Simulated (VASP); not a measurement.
# Si2Mo (I4/mmm) in VASP: further runs

Si2Mo is run at these levels: PBE+U, PBE; tasks: density of states, electric field gradients.

All numbers are computed with VASP 6.6.1; they aren't measurements. Logs are shortened: lines on timing, memory, paths and dates and some standing lists are left out, and cuts for length are marked.

### 1 The cell of the first run

The structure is tetragonal, space group I4/mmm (No. 139). Conventional cell: a = 3.200 Å, b = 3.200 Å, c = 7.861 Å, α = 90.00°, β = 90.00°, γ = 90.00°. Within 3.5 Å of Mo (site symmetry 4/mmm) lie 10 Si at 2.62 Å and 4 Mo at 3.20 Å. Within 3.4 Å of Si (site symmetry 4mm) lie 9 Si at 2.61 to 3.20 Å and 5 Mo at 2.62 Å.

### 2 Density of states, PBE+U

POSCAR reads:

```
Si2Mo
1.0
   -1.6000000000      1.6000000000      3.9305000000
    1.6000000000     -1.6000000000      3.9305000000
    1.6000000000      1.6000000000     -3.9305000000
Mo Si
1 2
Direct
    0.0000000000      0.0000000000      0.0000000000
    0.6670000000      0.6670000000      0.0000000000
    0.3330000000      0.3330000000      0.0000000000
```

INCAR.step1 reads:

```
SYSTEM = Si2Mo
PREC     = Accurate       ! precision mode
ENCUT    = 520            ! plane-wave cutoff, eV
EDIFF    = 1E-6           ! SCF threshold, eV
ISMEAR   = -1             ! smearing method
SIGMA    = 0.05           ! smearing width, eV
LREAL    = .FALSE.        ! projectors in reciprocal space
LASPH    = .TRUE.         ! aspherical terms in the spheres
NELM     = 150            ! most SCF steps
ALGO     = Normal         ! electronic algorithm
ISIF     = 2              ! what is computed and relaxed
LWAVE    = .FALSE.        ! write WAVECAR
LCHARG   = .TRUE.         ! write CHGCAR
LMAXMIX  = 4              ! l up to which the mixer works
LDAU     = .TRUE.         ! DFT+U
LDAUTYPE = 2            
LDAUL    = 2 -1           ! shell
LDAUU    = 4 0            ! U, eV
LDAUJ    = 0 0          
LDAUPRINT= 1            
GGA      = PE             ! functional
NBANDS   = 18             ! bands
```

KPOINTS.step1 reads:

```
regular mesh
0
G
  12 12 12
  0 0 0
```

INCAR.step2 reads:

```
SYSTEM = Si2Mo
PREC     = Accurate       ! precision mode
ENCUT    = 520            ! plane-wave cutoff, eV
EDIFF    = 1E-6           ! SCF threshold, eV
ISMEAR   = -5             ! smearing method
SIGMA    = 0.05           ! smearing width, eV
LREAL    = .FALSE.        ! projectors in reciprocal space
LASPH    = .TRUE.         ! aspherical terms in the spheres
NELM     = 150            ! most SCF steps
ALGO     = Normal         ! electronic algorithm
ISIF     = 2              ! what is computed and relaxed
LWAVE    = .FALSE.        ! write WAVECAR
LCHARG   = .FALSE.        ! write CHGCAR
LMAXMIX  = 4              ! l up to which the mixer works
LDAU     = .TRUE.         ! DFT+U
LDAUTYPE = 2            
LDAUL    = 2 -1           ! shell
LDAUU    = 4 0            ! U, eV
LDAUJ    = 0 0          
LDAUPRINT= 1            
GGA      = PE             ! functional
LORBIT   = 11             ! projections on sites
NBANDS   = 18             ! bands
NEDOS    = 1001           ! points of the DOS
ICHARG   = 11             ! starting density
```

KPOINTS.step2 reads:

```
regular mesh
0
G
  18 18 18
  0 0 0
```

Potentials or basis: VASP PAW PBE potentials, release 64 (Mo_sv, Si).

Started as:

```console
cat potpaw_PBE.64/Mo_sv/POTCAR potpaw_PBE.64/Si/POTCAR > POTCAR
cp INCAR.step1 INCAR
cp KPOINTS.step1 KPOINTS
mpirun -np 1 vasp_std > vasp.out
cp INCAR.step2 INCAR
cp KPOINTS.step2 KPOINTS
mpirun -np 1 vasp_std > vasp.out
```

OUTCAR:

```text
SYSTEM = Si2Mo
   PREC = Accurate
   ENCUT = 520
   EDIFF = 1E-6
   ISMEAR = -5
   LREAL = .FALSE.
   LASPH = .TRUE.
   NELM = 150
   ISIF = 2
   GGA = PE
   LORBIT = 11
   ICHARG = 11

 ion  position               nearest neighbor table
   1  0.000  0.000  0.000-   2 2.62   3 2.62   2 2.62   3 2.62   2 2.62   3 2.62   3 2.62   2 2.62
                             2 2.62   3 2.62
   2  0.667  0.667  0.000-   3 2.61   3 2.61   3 2.61   3 2.61   1 2.62   1 2.62   1 2.62   1 2.62
                             1 2.62   3 2.63
   3  0.333  0.333  0.000-   2 2.61   2 2.61   2 2.61   2 2.61   1 2.62   1 2.62   1 2.62   1 2.62
                             1 2.62   2 2.63

  LATTYP: Found a body centered tetragonal cell.
 ALAT       =     3.2000000000
 C/A-ratio  =     2.4565625000

  Lattice vectors:

 A1 = (  -1.6000000000,   1.6000000000,   3.9305000000)
 A2 = (   1.6000000000,  -1.6000000000,   3.9305000000)
 A3 = (   1.6000000000,   1.6000000000,  -3.9305000000)

Analysis of symmetry for initial positions (statically):
=====================================================================
 Subroutine PRICEL returns:
 Original cell was already a primitive cell.

 Routine SETGRP: Setting up the symmetry group for a
 body centered tetragonal supercell.

 Subroutine GETGRP returns: Found 16 space group operations
 (whereof 16 operations were pure point group operations)
 out of a pool of 16 trial point group operations.

The static configuration has the point symmetry D_4h.

Analysis of symmetry for dynamics (positions and initial velocities):
=====================================================================
 Subroutine PRICEL returns:
 Original cell was already a primitive cell.

 Routine SETGRP: Setting up the symmetry group for a
 body centered tetragonal supercell.

 Subroutine GETGRP returns: Found 16 space group operations
 (whereof 16 operations were pure point group operations)
 out of a pool of 16 trial point group operations.

The dynamic configuration has the point symmetry D_4h.

 Subroutine INISYM returns: Found 16 space group operations
 (whereof 16 operations are pure point group operations),
 and found     1 'primitive' translations

----------------------------------------------------------------------------------------

                                     Primitive cell

  volume of cell :      40.2483

  direct lattice vectors                    reciprocal lattice vectors
    -1.600000000  1.600000000  3.930500000     0.000000000  0.312500000  0.127210279
     1.600000000 -1.600000000  3.930500000     0.312500000  0.000000000  0.127210279
     1.600000000  1.600000000 -3.930500000     0.312500000  0.312500000  0.000000000

  length of vectors
     4.535287229  4.535287229  4.535287229     0.337399918  0.337399918  0.441941738

  position of ions in fractional coordinates (direct lattice)
     0.000000000  0.000000000  0.000000000
     0.667000000  0.667000000  0.000000000
     0.333000000  0.333000000  0.000000000

  ion indices of the primitive-cell ions
   primitive index   ion index
                 1           1
                 2           2
                 3           3

----------------------------------------------------------------------------------------

 KPOINTS: regular mesh

Automatic generation of k-mesh.
 Grid dimensions read from file:
 generate k-points for:   18   18   18

 Generating k-lattice:

  Cartesian coordinates                     Fractional coordinates (reciprocal lattice)
     0.000000000  0.017361111  0.007067238     0.055555556  0.000000000  0.000000000
[... 53 lines left out ...]
   ISTART =      0    job   : 0-new  1-cont  2-samecut
   ICHARG =     11    charge: 1-file 2-atom 10-const
   ISPIN  =      1    spin polarized calculation?
   LNONCOLLINEAR =      F non collinear calculations
   LSORBIT =      F    spin-orbit coupling
   LASPH  =      T    aspherical Exc in radial PAW
   ENCUT  =  520.0 eV  38.22 Ry    6.18 a.u.   8.43  8.43  8.43*2*pi/ulx,y,z
   NELM   =    150;   NELMIN=  2; NELMDL=  0     # of ELM steps
   EDIFF  = 0.1E-05   stopping-criterion for ELM
   LREAL  =      F    real-space projection
   EDIFFG = 0.1E-04   stopping-criterion for IOM
   NSW    =      0    number of steps for IOM
   IBRION =     -1    ionic relax: 0-MD 1-quasi-New 2-CG
   NFREE  =      0    steps in history (QN), initial steepest desc. (CG)
   ISIF   =      2    stress and relaxation
   ISYM   =      2    0-nonsym 1-usesym 2-fastsym
   POTIM  = 0.5000    time-step for ionic-motion
   TEBEG  =    0.0;   TEEND  =   0.0 temperature during run
   PSTRESS=    0.0 pullay stress
   NELECT =      22.0000    total number of electrons
   NUPDOWN=      -1.0000    fix difference up-down
   EMIN   =  10.00;   EMAX   =-10.00  energy-range for DOS
   EFERMI =   0.00;   METHOD = LEGACY
   ISMEAR =    -5;   SIGMA  =   0.05  broadening in eV -4-tet -1-fermi 0-gaus
   EFERMI_NEDOS =   21; number of points for ismear=-14 and -15
   IALGO  =     38    algorithm
   IMIX   =      4    mixing-type and parameters
     AMIX     =   0.40;   BMIX     =  1.00
     AMIX_MAG =   1.60;   BMIX_MAG =  1.00
  volume/ion in A,a.u.               =      13.42        90.54
  Fermi-wavevector in a.u.,A,eV,Ry     =   1.338546  2.529484 24.377614  1.791704
  Thomas-Fermi vector in A             =   2.467007
   LORBIT       =     11    0 simple, 1 ext, 2 COOP (PROOUT), +10 PAW based schemes
 LDA+U is selected, type is set to LDAUTYPE =  2
   angular momentum for each species LDAUL =     2   -1
   U (eV)           for each species LDAUU =   4.0  0.0
   J (eV)           for each species LDAUJ =   0.0  0.0
   GGA     = PE    functional components
   LHFCALC =     F    Hartree Fock is set to
   AEXX    =    0.0000 exact exchange contribution
   IVDW    =     0    specifies the selected vdW correction
   LEPSILON=     F    determine dielectric tensor
   LRPA    =     F    only Hartree local field effects (RPA)
 non-spin polarized calculation
 Fermi weights with tetrahedron method with Bloechl corrections
  energy-cutoff  :      520.00
  volume of cell :       40.25
 maximum number of plane-waves:      1112
 NGX is ok and might be reduce to    36

atom =   1  type =  1  l = 2

 onsite density matrix

spin component  1

  0.5008 -0.0000  0.0000  0.0000 -0.0000
 -0.0000  0.4753  0.0000  0.0000 -0.0000
  0.0000  0.0000  0.3505  0.0000 -0.0000
  0.0000  0.0000  0.0000  0.4753  0.0000
 -0.0000 -0.0000 -0.0000  0.0000  0.2842

spin component  2

  0.5008 -0.0000  0.0000  0.0000 -0.0000
 -0.0000  0.4753  0.0000  0.0000 -0.0000
  0.0000  0.0000  0.3505  0.0000 -0.0000
  0.0000  0.0000  0.0000  0.4753  0.0000
 -0.0000 -0.0000 -0.0000  0.0000  0.2842

 occupancies and eigenvectors

  o =  0.2842  v =  0.0000 -0.0000 -0.0000  0.0000 -1.0000  0.0000  0.0000  0.0000  0.0000  0.0000      0.0000  0.0000  0.0000  0.0000  0.0000  0.0000  0.0000  0.0000  0.0000  0.0000
  o =  0.2842  v =  0.0000  0.0000  0.0000  0.0000  0.0000  0.0000 -0.0000 -0.0000  0.0000 -1.0000      0.0000  0.0000  0.0000  0.0000  0.0000  0.0000  0.0000  0.0000  0.0000  0.0000
  o =  0.3505  v =  0.0000  0.0000 -1.0000 -0.0000  0.0000  0.0000  0.0000  0.0000  0.0000  0.0000      0.0000  0.0000  0.0000  0.0000  0.0000  0.0000  0.0000  0.0000  0.0000  0.0000
  o =  0.3505  v =  0.0000  0.0000  0.0000  0.0000  0.0000  0.0000  0.0000 -1.0000 -0.0000  0.0000      0.0000  0.0000  0.0000  0.0000  0.0000  0.0000  0.0000  0.0000  0.0000  0.0000
  o =  0.4753  v =  0.0000  0.0000  0.0000  0.0000  0.0000  0.0000  0.8236  0.0000 -0.5671 -0.0000      0.0000  0.0000  0.0000  0.0000  0.0000  0.0000  0.0000  0.0000  0.0000  0.0000
  o =  0.4753  v =  0.0000  0.8236  0.0000 -0.5671 -0.0000  0.0000  0.0000  0.0000  0.0000  0.0000      0.0000  0.0000  0.0000  0.0000  0.0000  0.0000  0.0000  0.0000  0.0000  0.0000
  o =  0.4753  v =  0.0000  0.0000  0.0000  0.0000  0.0000  0.0000  0.5671 -0.0000  0.8236 -0.0000      0.0000  0.0000  0.0000  0.0000  0.0000  0.0000  0.0000  0.0000  0.0000  0.0000
  o =  0.4753  v =  0.0000  0.5671 -0.0000  0.8236 -0.0000  0.0000  0.0000  0.0000  0.0000  0.0000      0.0000  0.0000  0.0000  0.0000  0.0000  0.0000  0.0000  0.0000  0.0000  0.0000
  o =  0.5008  v =  1.0000  0.0000  0.0000  0.0000  0.0000  0.0000  0.0000  0.0000  0.0000  0.0000      0.0000  0.0000  0.0000  0.0000  0.0000  0.0000  0.0000  0.0000  0.0000  0.0000
  o =  0.5008  v =  0.0000  0.0000  0.0000  0.0000  0.0000  1.0000  0.0000  0.0000  0.0000  0.0000      0.0000  0.0000  0.0000  0.0000  0.0000  0.0000  0.0000  0.0000  0.0000  0.0000

 number of electron      22.0000000 magnetization

 Free energy of the ion-electron system (eV)
  ---------------------------------------------------
  ext. energy  EPLUGINS =         0.00000000
  ---------------------------------------------------
  free energy    TOTEN  =       -18.48620868 eV

  energy without entropy =      -18.48620868  energy(sigma->0) =      -18.48620868

 E-fermi :  12.3334     XC(G=0): -12.4308

 val. band max:       12.3677555802   @ k =  -0.3333  -0.3889   0.3333
 cond. band min:      12.3151088416   @ k =  -0.3889   0.5000   0.3889
 fundamental gap:     -0.0526467386
 Fermi energy:        12.3334367638

 k-point     1 :       0.0000    0.0000    0.0000
  band No.  band energies     occupation
      1     -48.6260      2.00000
      2     -22.7823      2.00000
      3     -22.6824      2.00000
      4     -22.6824      2.00000
      5      -1.1650      2.00000
      6       6.0936      2.00000
[... 481 lines left out ...]
      5      -0.2995      2.00000
      6       6.0437      2.00000
[... 10 lines left out ...]
     17      18.5437      0.00000
     18      20.6582      0.00000

 [... further k-points ...]
[... 5 lines left out ...]
  --------------------------------------------------------------------------------------
  -------------------------------------------------------------------------------------
  Total        1.3281919      1.3281919      0.9293799      0.0000000      0.0000000      0.0000000
  in kB       52.8717449     52.8717449     36.9961150      0.0000000      0.0000000      0.0000000
  external PRESSURE =      47.5798683 kB  Pullay stress =       0.0000000 kB

 VOLUME and BASIS-vectors are now :
 -----------------------------------------------------------------------------
  energy-cutoff  :      520.00
  volume of cell :       40.25
      direct lattice vectors                 reciprocal lattice vectors
    -1.600000000  1.600000000  3.930500000     0.000000000  0.312500000  0.127210279
     1.600000000 -1.600000000  3.930500000     0.312500000  0.000000000  0.127210279
     1.600000000  1.600000000 -3.930500000     0.312500000  0.312500000  0.000000000

 POSITION                                       TOTAL-FORCE (eV/Angst)
 -----------------------------------------------------------------------------------
      0.00000      0.00000      0.00000        -0.000000     -0.000000     -0.000000
      0.00000      0.00000      5.24329         0.000000      0.000000     -0.417725
      0.00000      0.00000      2.61771         0.000000      0.000000      0.417725
 -----------------------------------------------------------------------------------
    total drift:                                0.000000      0.000000     -0.000000

  FREE ENERGIE OF THE ION-ELECTRON SYSTEM (eV)
  ---------------------------------------------------
  free  energy   TOTEN  =       -18.4862086820 eV

  energy  without entropy=      -18.4862086820  energy(sigma->0) =      -18.48620868

 total charge

# of ion       s       p       d       tot
------------------------------------------
    1        2.290   6.213   4.113  12.616
    2        0.741   0.880   0.000   1.621
    3        0.741   0.880   0.000   1.621
--------------------------------------------------
tot          3.772   7.973   4.113  15.858
```

It took 2.6 min on 1 thread of Intel Xeon 6975P-C (Granite Rapids), shared host; peak memory 0.44 GiB.

Results:

```yaml
Valence_electrons_inside_the_program's_atomic_spheres: Mo 12.62; Si 1.62
```

Eigenvalues of the final occupation matrices:
```tsv
site	spin	trace	eigenvalues
site 1 d	1	2.09	0.28 0.35 0.48 0.48 0.50
site 1 d	2	2.09	0.28 0.35 0.48 0.48 0.50
```

Caveat: U without spin polarisation on a metal has little footing; the U is typed as a test and isn't derived for this compound; tetrahedron occupations give inexact forces and stress in metals.

### 3 Electric field gradients, PBE

INCAR reads:

```
ALGO = Normal
EDIFF = 1E-8
ENCUT = 520
GGA = PE
ISIF = 2
ISMEAR = -1
LASPH = T
LCHARG = F
LEFG = T
LREAL = F
LWAVE = F
NBANDS = 18
NELM = 60
PREC = Accurate
SIGMA = 0.05
```

KPOINTS reads:

```
k-points
0
Gamma
  12 12 12
```

POSCAR is that of step 2.

Potentials or basis: VASP PAW PBE potentials, release 64 (Mo_sv, Si).

Started as:

```console
cat potpaw_PBE.64/Mo_sv/POTCAR potpaw_PBE.64/Si/POTCAR > POTCAR
mpirun -np 1 vasp_std > vasp.out
```

OUTCAR:

```text
EDIFF = 1E-8
   ENCUT = 520
   GGA = PE
   ISIF = 2
   ISMEAR = -1
   LASPH = T
   LREAL = F
   NELM = 60
   PREC = Accurate

 ion  position               nearest neighbor table
   1  0.000  0.000  0.000-   2 2.62   3 2.62   2 2.62   3 2.62   2 2.62   3 2.62   3 2.62   2 2.62
                             2 2.62   3 2.62
   2  0.667  0.667  0.000-   3 2.61   3 2.61   3 2.61   3 2.61   1 2.62   1 2.62   1 2.62   1 2.62
                             1 2.62   3 2.63
   3  0.333  0.333  0.000-   2 2.61   2 2.61   2 2.61   2 2.61   1 2.62   1 2.62   1 2.62   1 2.62
                             1 2.62   2 2.63

  LATTYP: Found a body centered tetragonal cell.
 ALAT       =     3.2000000000
 C/A-ratio  =     2.4565625000
[... 731 lines left out ...]
 ion       V_xx      V_yy      V_zz      V_xy      V_xz      V_yz
---------------------------------------------------------------------
   1      28.925    28.925   -57.850     0.001     0.000     0.000
   2       5.915     5.915   -11.831    -0.000    -0.000    -0.000
   3       5.915     5.915   -11.831    -0.000    -0.000    -0.000
---------------------------------------------------------------------

 Electric field gradients after diagonalization (V/A^2)
 (convention: |V_zz| > |V_xx| > |V_yy|)
----------------------------------------------------------------------
 ion       V_xx      V_yy      V_zz     asymmetry (V_yy - V_xx)/ V_zz
----------------------------------------------------------------------
   1      28.926    28.924   -57.850       0.000
   2       5.915     5.915   -11.831       0.000
   3       5.915     5.915   -11.831       0.000
----------------------------------------------------------------------

           NMR quadrupolar parameters

 Cq : quadrupolar parameter    Cq=e*Q*V_zz/h
 eta: asymmetry parameters     (V_yy - V_xx)/ V_zz
 Q  : nuclear electric quadrupole moment in mb (millibarn)
----------------------------------------------------------------------
 ion       Cq(MHz)       eta       Q (mb)
----------------------------------------------------------------------
   1      -0.140       0.000       1.000
   2      -0.029       0.000       1.000
   3      -0.029       0.000       1.000
----------------------------------------------------------------------
```

OSZICAR:

```text
N       E                     dE             d eps       ncg     rms          rms(c)
DAV:   1     0.120809489378E+03    0.12081E+03   -0.11295E+04  5868   0.116E+03
DAV:   2    -0.210267071897E+02   -0.14184E+03   -0.13884E+03  7018   0.298E+02
DAV:   3    -0.241479312031E+02   -0.31212E+01   -0.30832E+01  7292   0.393E+01
DAV:   4    -0.241659785582E+02   -0.18047E-01   -0.18033E-01  6878   0.321E+00
DAV:   5    -0.241661006943E+02   -0.12214E-03   -0.12213E-03  6988   0.282E-01    0.213E+01
DAV:   6    -0.234171045097E+02    0.74900E+00   -0.59137E+00  6188   0.157E+01    0.466E+00
DAV:   7    -0.232890496103E+02    0.12805E+00   -0.91388E-01  6132   0.569E+00    0.445E+00
DAV:   8    -0.232541243158E+02    0.34925E-01   -0.10150E-01  6358   0.236E+00    0.454E-01
DAV:   9    -0.232533979034E+02    0.72641E-03   -0.19744E-03  6964   0.359E-01    0.254E-01
DAV:  10    -0.232533550714E+02    0.42832E-04   -0.52203E-04  6544   0.193E-01    0.545E-02
DAV:  11    -0.232533427076E+02    0.12364E-04   -0.18510E-04  6448   0.101E-01    0.427E-02
DAV:  12    -0.232533392311E+02    0.34765E-05   -0.29351E-05  6260   0.380E-02    0.860E-03
DAV:  13    -0.232533386245E+02    0.60663E-06   -0.13487E-06  6338   0.968E-03    0.294E-03
DAV:  14    -0.232533384408E+02    0.18373E-06   -0.26652E-08  5582   0.117E-03    0.587E-04
DAV:  15    -0.232533384100E+02    0.30799E-07   -0.23597E-09  3336   0.367E-04    0.566E-04
DAV:  16    -0.232533384207E+02   -0.10711E-07   -0.30875E-10  3206   0.128E-04    0.835E-05
DAV:  17    -0.232533384222E+02   -0.14829E-08   -0.29524E-11  3150   0.415E-05
   1 F= -.23253338E+02 E0= -.23252213E+02  d E =-.225061E-02
```

It took 3.2 min on 1 thread of Intel Xeon Platinum 8259CL at 2.50GHz (Skylake/Cascade Lake), shared host; peak memory 0.28 GiB.

What came out:

| Property | Result |
| --- | --- |
| Free energy | -23.2533 eV |
| Pressure | 2.4 GPa |
| Largest force | 0.274 eV/Å |
| Band gap on the k mesh | zero (band 11 reaches 12.78 eV, above the bottom of band 12 at 11.74 eV) |

Forces in eV/Å, atoms in the order of the input:
```
Mo   0.000  0.000  0.000
Si   0.000  0.000 -0.274
Si   0.000  0.000  0.274
```

Levels at points of the mesh, in eV from the Fermi level:
```tsv
k point	band 7	band 8	band 9	band 10	band 11	band 12	band 13	band 14	band 15	band 16
(0.00, 0.00, 0.00)	-3.47	-3.02	-2.66	-2.66	0.41	3.07	3.10	3.63	3.63	4.06
(0.50, 0.00, 0.00)	-4.92	-4.48	-2.62	-2.51	-0.52	2.26	3.01	4.02	4.25	5.47
(0.50, 0.50, 0.00)	-5.71	-5.28	-4.50	-3.07	-1.14	2.32	2.71	3.00	3.24	4.81
(0.50, 0.50, 0.50)	-3.51	-2.29	-0.59	-0.59	-0.53	-0.53	0.54	4.61	5.15	5.90
```

Electric field gradients, principal values (V/Å²):
| atom | least | middle | greatest (by size) |
| --- | --- | --- | --- |
| 1 Mo | 28.924 | 28.926 | -57.850 |
| 2 Si | 5.915 | 5.915 | -11.831 |
| 3 Si | 5.915 | 5.915 | -11.831 |

Caveat: without QUAD_EFG the Cq values of the log hold for a quadrupole moment of 1 mb, not for the nuclei.

[end of part 1 of 2]
